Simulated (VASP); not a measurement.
# SnTe (Fm-3m) in VASP: notebook

The runs below take SnTe through single point, with PBE.

All numbers are computed with VASP 6.6.1; they aren't measurements. Logs are shortened: lines on timing, memory, paths and dates and some standing lists are left out, and cuts for length are marked.

**1. The cell of the first run**

Symmetry: Fm-3m, No. 225, cubic system. Conventional cell: a = 6.442 Å, b = 6.442 Å, c = 6.442 Å, α = 90.00°, β = 90.00°, γ = 90.00°. Sn (site symmetry m-3m) has 6 Te at 3.22 Å within 4.2 Å. Te (site symmetry m-3m) has 6 Sn at 3.22 Å within 4.2 Å.

**2. Single point, PBE (strain +1.0%)**

INCAR

```
SYSTEM = SnTe
  ALGO = Normal
  EDIFF = 1E-7
  ENCUT = 520
  GGA = PE
  ISIF = 2
  ISMEAR = -1
  LASPH = .TRUE.
  LCHARG = .FALSE.
  LREAL = .FALSE.
  LWAVE = .FALSE.
  NBANDS = 17
  NELM = 100
  PREC = Accurate
  SIGMA = 0.02
```

KPOINTS

```
k-points
0
G
  8 8 8
  0 0 0
```

POSCAR

```
SnTe
1.0
    0.0000000000      3.2212236489      3.2212236489
    3.2212236489      0.0000000000      3.2212236489
    3.2212236489      3.2212236489      0.0000000000
Sn Te
1 1
Direct
    0.0000000000      0.0000000000      0.0000000000
    0.5000000000      0.5000000000      0.5000000000
```

Potentials or basis: VASP PAW PBE potentials, release 64 (Sn_d, Te).

Command:

```
$ cat potpaw_PBE.64/Sn_d/POTCAR potpaw_PBE.64/Te/POTCAR > POTCAR
$ mpirun -np 1 vasp_std > vasp.out
```

OUTCAR:

```text
SYSTEM = SnTe
   EDIFF = 1E-7
   ENCUT = 520
   GGA = PE
   ISIF = 2
   ISMEAR = -1
   LASPH = .TRUE.
   LREAL = .FALSE.
   NELM = 100
   PREC = Accurate

 ion  position               nearest neighbor table
   1  0.000  0.000  0.000-   2 3.22   2 3.22   2 3.22   2 3.22   2 3.22   2 3.22
   2  0.500  0.500  0.500-   1 3.22   1 3.22   1 3.22   1 3.22   1 3.22   1 3.22

  LATTYP: Found a face centered cubic cell.
 ALAT       =     6.4424472978

  Lattice vectors:

 A1 = (   0.0000000000,   3.2212236489,   3.2212236489)
 A2 = (   3.2212236489,   0.0000000000,   3.2212236489)
 A3 = (   3.2212236489,   3.2212236489,   0.0000000000)

Analysis of symmetry for initial positions (statically):
=====================================================================
 Subroutine PRICEL returns:
 Original cell was already a primitive cell.

 Routine SETGRP: Setting up the symmetry group for a
 face centered cubic supercell.

 Subroutine GETGRP returns: Found 48 space group operations
 (whereof 48 operations were pure point group operations)
 out of a pool of 48 trial point group operations.

The static configuration has the point symmetry O_h .

Analysis of symmetry for dynamics (positions and initial velocities):
=====================================================================
 Subroutine PRICEL returns:
 Original cell was already a primitive cell.

 Routine SETGRP: Setting up the symmetry group for a
 face centered cubic supercell.

 Subroutine GETGRP returns: Found 48 space group operations
 (whereof 48 operations were pure point group operations)
 out of a pool of 48 trial point group operations.

The dynamic configuration has the point symmetry O_h .

 Subroutine INISYM returns: Found 48 space group operations
 (whereof 48 operations are pure point group operations),
 and found     1 'primitive' translations

----------------------------------------------------------------------------------------

                                     Primitive cell

  volume of cell :      66.8486

  direct lattice vectors                    reciprocal lattice vectors
     0.000000000  3.221223649  3.221223649    -0.155220517  0.155220517  0.155220517
     3.221223649  0.000000000  3.221223649     0.155220517 -0.155220517  0.155220517
     3.221223649  3.221223649  0.000000000     0.155220517  0.155220517 -0.155220517

  length of vectors
     4.555498172  4.555498172  4.555498172     0.268849822  0.268849822  0.268849822
[... 79 lines left out ...]
   ENCUT  =  520.0 eV  38.22 Ry    6.18 a.u.   8.47  8.47  8.47*2*pi/ulx,y,z
   NELM   =    100;   NELMIN=  2; NELMDL= -5     # of ELM steps
   EDIFF  = 0.1E-06   stopping-criterion for ELM
   LREAL  =      F    real-space projection
   EDIFFG = 0.1E-05   stopping-criterion for IOM
   NSW    =      0    number of steps for IOM
   IBRION =     -1    ionic relax: 0-MD 1-quasi-New 2-CG
   NFREE  =      0    steps in history (QN), initial steepest desc. (CG)
   ISIF   =      2    stress and relaxation
   ISYM   =      2    0-nonsym 1-usesym 2-fastsym
   POTIM  = 0.5000    time-step for ionic-motion
   TEBEG  =    0.0;   TEEND  =   0.0 temperature during run
   PSTRESS=    0.0 pullay stress
   NELECT =      20.0000    total number of electrons
   NUPDOWN=      -1.0000    fix difference up-down
   EMIN   =  10.00;   EMAX   =-10.00  energy-range for DOS
   EFERMI =   0.00;   METHOD = LEGACY
   ISMEAR =    -1;   SIGMA  =   0.02  broadening in eV -4-tet -1-fermi 0-gaus
   EFERMI_NEDOS =   21; number of points for ismear=-14 and -15
   IALGO  =     38    algorithm
   IMIX   =      4    mixing-type and parameters
     AMIX     =   0.40;   BMIX     =  1.00
     AMIX_MAG =   1.60;   BMIX_MAG =  1.00
  volume/ion in A,a.u.               =      33.42       225.56
  Fermi-wavevector in a.u.,A,eV,Ry     =   1.094932  2.069122 16.311710  1.198877
  Thomas-Fermi vector in A             =   2.231246
   LORBIT       =      0    0 simple, 1 ext, 2 COOP (PROOUT), +10 PAW based schemes
   GGA     = PE    functional components
   LHFCALC =     F    Hartree Fock is set to
   AEXX    =    0.0000 exact exchange contribution
   IVDW    =     0    specifies the selected vdW correction
   LEPSILON=     F    determine dielectric tensor
   LRPA    =     F    only Hartree local field effects (RPA)
 non-spin polarized calculation
  energy-cutoff  :      520.00
  volume of cell :       66.85
 maximum number of plane-waves:      1826
 NGX is ok and might be reduce to    36
   NGX = 17   NGY = 17   NGZ = 17

 number of electron      20.0000006 magnetization

 Free energy of the ion-electron system (eV)
  ---------------------------------------------------
  ext. energy  EPLUGINS =         0.00000000
  ---------------------------------------------------
  free energy    TOTEN  =        -7.56225411 eV

  energy without entropy =       -7.56206412  energy(sigma->0) =       -7.56215912

 E-fermi :   6.1599     XC(G=0):  -9.1992

 val. band max:        6.1138019256   @ k =   0.5000   0.0000   0.0000
 cond. band min:       6.2060408573   @ k =   0.5000   0.0000   0.0000
 fundamental gap:      0.0922389317
 Fermi energy:         6.1599213926

 k-point     1 :       0.0000    0.0000    0.0000
  band No.  band energies     occupation
      1     -15.7355      2.00000
      2     -15.7355      2.00000
      3     -15.7332      2.00000
      4     -15.7331      2.00000
      5     -15.7331      2.00000
      6      -6.1763      2.00000
[... 457 lines left out ...]
      4     -15.7293      2.00000
      5     -15.7270      2.00000
      6      -4.9053      2.00000
[... 9 lines left out ...]
     16      15.4312      0.00000
     17      15.5202      0.00000

 [... further k-points ...]

------------------------ aborting loop because EDIFF is reached ----------------------------------------

  FORCE on cell =-STRESS in cart. coord.  units (eV):
  Direction    XX          YY          ZZ          XY          YZ          ZX
  --------------------------------------------------------------------------------------
  -------------------------------------------------------------------------------------
  Total       -0.2418958     -0.2418958     -0.2418958      0.0000000      0.0000000      0.0000000
  in kB       -5.7975739     -5.7975739     -5.7975739      0.0000000      0.0000000      0.0000000
  external PRESSURE =      -5.7975739 kB  Pullay stress =       0.0000000 kB

 VOLUME and BASIS-vectors are now :
 -----------------------------------------------------------------------------
  energy-cutoff  :      520.00
  volume of cell :       66.85
      direct lattice vectors                 reciprocal lattice vectors
     0.000000000  3.221223649  3.221223649    -0.155220517  0.155220517  0.155220517
     3.221223649  0.000000000  3.221223649     0.155220517 -0.155220517  0.155220517
     3.221223649  3.221223649  0.000000000     0.155220517  0.155220517 -0.155220517

 POSITION                                       TOTAL-FORCE (eV/Angst)
 -----------------------------------------------------------------------------------
      0.00000      0.00000      0.00000         0.000000     -0.000000      0.000000
      3.22122      3.22122      3.22122        -0.000000      0.000000     -0.000000
 -----------------------------------------------------------------------------------
    total drift:                               -0.000000      0.000000      0.000000

  FREE ENERGIE OF THE ION-ELECTRON SYSTEM (eV)
  ---------------------------------------------------
  free  energy   TOTEN  =        -7.5622541130 eV

  energy  without entropy=       -7.5620641180  energy(sigma->0) =       -7.56215912
```

OSZICAR:

```text
N       E                     dE             d eps       ncg     rms          rms(c)
DAV:   1     0.123933967181E+03    0.12393E+03   -0.96809E+03  1004   0.133E+03
DAV:   2     0.394847323493E+01   -0.11999E+03   -0.11664E+03  1051   0.322E+02
DAV:   3    -0.729302615085E+01   -0.11241E+02   -0.11133E+02  1226   0.894E+01
DAV:   4    -0.762119867900E+01   -0.32817E+00   -0.32791E+00  1185   0.157E+01
DAV:   5    -0.763491566531E+01   -0.13717E-01   -0.13716E-01  1412   0.313E+00    0.389E+00
DAV:   6    -0.756023942075E+01    0.74676E-01   -0.17854E-01  1258   0.260E+00    0.244E+00
DAV:   7    -0.756115416111E+01   -0.91474E-03   -0.59176E-02  1118   0.110E+00    0.886E-01
DAV:   8    -0.756218628754E+01   -0.10321E-02   -0.74914E-03  1216   0.690E-01    0.164E-01
DAV:   9    -0.756223428749E+01   -0.48000E-04   -0.92277E-04  1390   0.265E-01    0.517E-02
DAV:  10    -0.756224745821E+01   -0.13171E-04   -0.14451E-04  1243   0.904E-02    0.206E-02
DAV:  11    -0.756225540327E+01   -0.79451E-05   -0.45808E-05  1237   0.472E-02    0.247E-02
DAV:  12    -0.756225503459E+01    0.36868E-06   -0.25934E-06  1172   0.852E-03    0.150E-02
DAV:  13    -0.756225422273E+01    0.81186E-06   -0.56471E-07  1153   0.480E-03    0.492E-03
DAV:  14    -0.756225412098E+01    0.10175E-06   -0.59942E-07  1191   0.652E-03    0.553E-04
DAV:  15    -0.756225411296E+01    0.80208E-08   -0.60089E-08   596   0.125E-03
   1 F= -.75622541E+01 E0= -.75621591E+01  d E =-.189995E-03
```

stdout:

```text
POSCAR found type information on POSCAR SnTe
 POSCAR found :  2 types and       2 ions
 scaLAPACK will be used
 LDA part: xc-table for (Slater+PW92), standard interpolation
 POSCAR, INCAR and KPOINTS ok, starting setup
 FFT: planning ... GRIDC
 FFT: planning ... GRID_SOFT
 FFT: planning ... GRID
 WAVECAR not read
 entering main loop
```

Wall time 34 s (1 thread of Intel Xeon Platinum 8488C (Sapphire Rapids), shared host); peak memory 0.21 GiB.

Results:

- Free energy: -7.5623 eV
- Pressure: -0.6 GPa
- Band gap on the k mesh: 0.09 eV

Levels at points of the mesh, in eV from the valence-band top:
```
           k point  band 8  band 9  band 10  band 11  band 12  band 13
(0.00, 0.00, 0.00)   -1.93   -1.93    -1.93     3.24     3.24     3.24
(0.50, 0.00, 0.00)   -1.61   -1.61     0.00     0.09     0.50     0.50
(0.50, 0.50, 0.00)   -5.08   -3.39    -3.39     2.47     4.65     4.65
```

Caveat: the cell differs from its parent crystal (strain +1.0%); spin-orbit coupling is left out, which moves the levels of the heavy elements. A k mesh can miss the band edges.

**3. Single point, PBE (strain +3.0%)**

INCAR

```
SYSTEM = SnTe
PREC     = Accurate       ! precision mode
ENCUT    = 520            ! plane-wave cutoff, eV
EDIFF    = 1E-7           ! SCF threshold, eV
ISMEAR   = -1             ! smearing method
SIGMA    = 0.02           ! smearing width, eV
LREAL    = .FALSE.        ! projectors in reciprocal space
LASPH    = .TRUE.         ! aspherical terms in the spheres
NELM     = 60             ! most SCF steps
ALGO     = Normal         ! electronic algorithm
ISIF     = 2              ! what is computed and relaxed
LWAVE    = .FALSE.        ! write WAVECAR
LCHARG   = .FALSE.        ! write CHGCAR
GGA      = PE             ! functional
NBANDS   = 17             ! bands
```

KPOINTS

```
Automatic mesh
0
G
  8 8 8
  0 0 0
```

POSCAR

```
SnTe
1.0
    0.0000000000      3.2850102558      3.2850102558
    3.2850102558      0.0000000000      3.2850102558
    3.2850102558      3.2850102558      0.0000000000
Sn Te
1 1
Direct
    0.0000000000      0.0000000000      0.0000000000
    0.5000000000      0.5000000000      0.5000000000
```

Potentials or basis: VASP PAW PBE potentials, release 64 (Sn_d, Te).

Command:

```
$ cat potpaw_PBE.64/Sn_d/POTCAR potpaw_PBE.64/Te/POTCAR > POTCAR
$ mpirun -np 1 vasp_std > vasp.out
```

OUTCAR:

```text
SYSTEM = SnTe
   PREC = Accurate
   ENCUT = 520
   EDIFF = 1E-7
   ISMEAR = -1
   LREAL = .FALSE.
   LASPH = .TRUE.
   NELM = 60
   ISIF = 2
   GGA = PE

 ion  position               nearest neighbor table
   1  0.000  0.000  0.000-   2 3.29   2 3.29   2 3.29   2 3.29   2 3.29   2 3.29
   2  0.500  0.500  0.500-   1 3.29   1 3.29   1 3.29   1 3.29   1 3.29   1 3.29

  LATTYP: Found a face centered cubic cell.
 ALAT       =     6.5700205116

  Lattice vectors:

 A1 = (   0.0000000000,   3.2850102558,   3.2850102558)
 A2 = (   3.2850102558,   0.0000000000,   3.2850102558)
 A3 = (   3.2850102558,   3.2850102558,   0.0000000000)

Analysis of symmetry for initial positions (statically):
=====================================================================
 Subroutine PRICEL returns:
 Original cell was already a primitive cell.

 Routine SETGRP: Setting up the symmetry group for a
 face centered cubic supercell.

 Subroutine GETGRP returns: Found 48 space group operations
 (whereof 48 operations were pure point group operations)
 out of a pool of 48 trial point group operations.

[... 158 lines left out ...]

  energy without entropy =       -7.52197240  energy(sigma->0) =       -7.52197771

 E-fermi :   5.4463     XC(G=0):  -8.9429

 val. band max:        5.3259007116   @ k =   0.5000   0.0000   0.0000
 cond. band min:       5.5667452297   @ k =   0.5000   0.0000   0.0000
 fundamental gap:      0.2408445181
 Fermi energy:         5.4463229927

 k-point     1 :       0.0000    0.0000    0.0000
  band No.  band energies     occupation
      1     -16.4094      2.00000
      2     -16.4094      2.00000
      3     -16.4094      2.00000
      4     -16.4093      2.00000
      5     -16.4093      2.00000
      6      -6.4623      2.00000
[... 457 lines left out ...]
      4     -16.4063      2.00000
      5     -16.4046      2.00000
      6      -5.3495      2.00000
[... 9 lines left out ...]
     16      14.6597      0.00000
     17      14.7319      0.00000

 [... further k-points ...]

------------------------ aborting loop because EDIFF is reached ----------------------------------------

  FORCE on cell =-STRESS in cart. coord.  units (eV):
  Direction    XX          YY          ZZ          XY          YZ          ZX
  --------------------------------------------------------------------------------------
  -------------------------------------------------------------------------------------
  Total       -1.1280663     -1.1280663     -1.1280663     -0.0000000     -0.0000000      0.0000000
  in kB      -25.4920650    -25.4920650    -25.4920650     -0.0000000     -0.0000000      0.0000000
  external PRESSURE =     -25.4920650 kB  Pullay stress =       0.0000000 kB

 VOLUME and BASIS-vectors are now :
 -----------------------------------------------------------------------------
  energy-cutoff  :      520.00
  volume of cell :       70.90
      direct lattice vectors                 reciprocal lattice vectors
     0.000000000  3.285010256  3.285010256    -0.152206526  0.152206526  0.152206526
     3.285010256  0.000000000  3.285010256     0.152206526 -0.152206526  0.152206526
     3.285010256  3.285010256  0.000000000     0.152206526  0.152206526 -0.152206526

 POSITION                                       TOTAL-FORCE (eV/Angst)
 -----------------------------------------------------------------------------------
      0.00000      0.00000      0.00000         0.000000      0.000000      0.000000
      3.28501      3.28501      3.28501        -0.000000     -0.000000     -0.000000
 -----------------------------------------------------------------------------------
    total drift:                               -0.000000      0.000000      0.000000

  FREE ENERGIE OF THE ION-ELECTRON SYSTEM (eV)
  ---------------------------------------------------
  free  energy   TOTEN  =        -7.5219830267 eV

  energy  without entropy=       -7.5219724006  energy(sigma->0) =       -7.52197771
```

It took 32 s on 1 thread of Intel Xeon Platinum 8488C (Sapphire Rapids), shared host; peak memory 0.21 GiB.

Results:

```
Free energy            : -7.5220 eV
Pressure               : -2.5 GPa
Band gap on the k mesh : 0.24 eV
```

Caveat: the cell differs from its parent crystal (strain +3.0%); spin-orbit coupling is left out, which moves the levels of the heavy elements. A k mesh can miss the band edges.
